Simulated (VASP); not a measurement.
Set up this calculation in VASP 6.6.1, as the native input.

```
Task                   : relaxation of cell and atoms
Functional             : PBE
Potentials or basis    : VASP PAW PBE potentials, release 64 (Ga_d, N)
Cutoff                 : 600 eV
k mesh                 : 10 × 10 × 10
Occupations            : gaussian, width 0.01 eV
Spin                   : no spin polarisation
Dipole correction      : no
Further INCAR settings : ALGO = Normal; EDIFF = 1e-06; IBRION = 2; EDIFFG = -0.001; NSW = 80; ISIF = 3
```

The structure of GaN lies in POSCAR:

```
GaN
1.0
    0.0000000000      2.2742384991      2.2742384991
    2.2742384991      0.0000000000      2.2742384991
    2.2742384991      2.2742384991      0.0000000000
Ga N
1 1
Direct
    0.0000000000      0.0000000000      0.0000000000
    0.7500000000      0.7500000000      0.7500000000
```

The input as run:

INCAR

```
SYSTEM = GaN
PREC = Accurate
ENCUT = 600
EDIFF = 1E-6
ISMEAR = 0
SIGMA = 0.01
LREAL = .False.
LASPH = .True.
NELM = 100
ALGO = Normal
ISIF = 3
LWAVE = .False.
LCHARG = .False.
GGA = PE
IBRION = 2
NSW = 80
EDIFFG = -0.001
```

KPOINTS

```
Automatic mesh
0
Gamma
  10 10 10
  0 0 0
```

Potentials or basis: VASP PAW PBE potentials, release 64 (Ga_d, N).

Launch:

```console
$ cat potpaw_PBE.64/Ga_d/POTCAR potpaw_PBE.64/N/POTCAR > POTCAR
$ mpirun -np 1 vasp_std > vasp.out
```

It gave:

```
Relaxed volume                         : 11.76 Å³/atom
Relaxed cell                           : a = 3.216 Å, b = 3.216 Å, c = 3.216 Å, α = 60.00°, β = 60.00°, γ = 60.00°
Space group after relaxing (to 0.05 Å) : F-43m (No. 216)
Energy gained by relaxing              : 0.0 meV/atom
Ionic steps                            : 7
Pressure after relaxing                : 0.0 GPa
Band gap on the k mesh                 : 1.55 eV, direct
```

It took 23 s on 1 thread of Intel(R) Xeon(R) 6975P-C (Granite Rapids), with other jobs on the host, peak memory 0.16 GiB.
